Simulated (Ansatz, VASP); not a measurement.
## Ge3Pd: VASP beside Ansatz

The input INCAR:

```
PREC = Accurate ; ENCUT = 520
EDIFF = 1E-6 ; ISMEAR = -1
SIGMA = 0.1 ; LREAL = False
LASPH = True ; NELM = 100
ALGO = Normal ; ISIF = 2
LWAVE = False ; LCHARG = False
NBANDS = 34
```

Contents of KPOINTS:

```
regular mesh
0
Gamma
  6 6 6
```

Contents of POSCAR:

```
Ge3Pd
1.0
    4.2496558203      0.0000000000      0.0000000000
    0.0000000000      4.2496558203      0.0000000000
    0.0000000000      0.0000000000      4.2496558203
Ge Pd
3 1
Direct
    0.0000000000      0.5000000000      0.5000000000
    0.5000000000      0.0000000000      0.5000000000
    0.5000000000      0.5000000000      0.0000000000
    0.0000000000      0.0000000000      0.0000000000
```

Input for Ansatz:

```yaml
crystal:
  lattice:
    - [4.249655820348991, 0.0, 0.0]
    - [0.0, 4.249655820348991, 0.0]
    - [0.0, 0.0, 4.249655820348991]
  atoms:
    - { symbol: Ge, position: [0.0, 0.5, 0.5] }
    - { symbol: Ge, position: [0.5, 0.0, 0.5] }
    - { symbol: Ge, position: [0.5, 0.5, 0.0] }
    - { symbol: Pd, position: [0.0, 0.0, 0.0] }
basis:
  ecutwfc: 420.0
  ecutrho_ratio: 4
kpoints:
  mp_grid:
    grid: [6, 6, 6]
hamiltonian:
  xc: lda
  pseudopotentials:
    kind: paw
scf:
  n_extra_bands: 16
  convergence:
    dr2_threshold: 1.0e-09
  occupations:
    method: fermi_dirac
output:
  stress: true
```

Alike in both runs: task single point; functional LDA; k mesh 6 × 6 × 6; no spin polarisation.

```csv
,VASP,Ansatz
version,VASP 6.6.1,Ansatz 0.2.0
potentials or method,"VASP PAW LDA potentials, release 64 (Ge_d, Pd), cutoff 520 eV","plane waves, PAW"
occupations,"fermi-dirac, width 0.1 eV",fermi-dirac
valence electrons in the cell,52,60
```

```csv
,VASP,Ansatz,Ansatz less VASP
pressure (GPa),-11.4,-11.4,-0.09
```

LDA's correlation is that of Perdew and Zunger in VASP and of Perdew and Wang (1992) in Ansatz. VASP's potentials hold 52 valence electrons a cell and Ansatz's 60, so a difference there can come from the potentials and not from the codes. Ansatz's warnings: stress scf threshold loose.
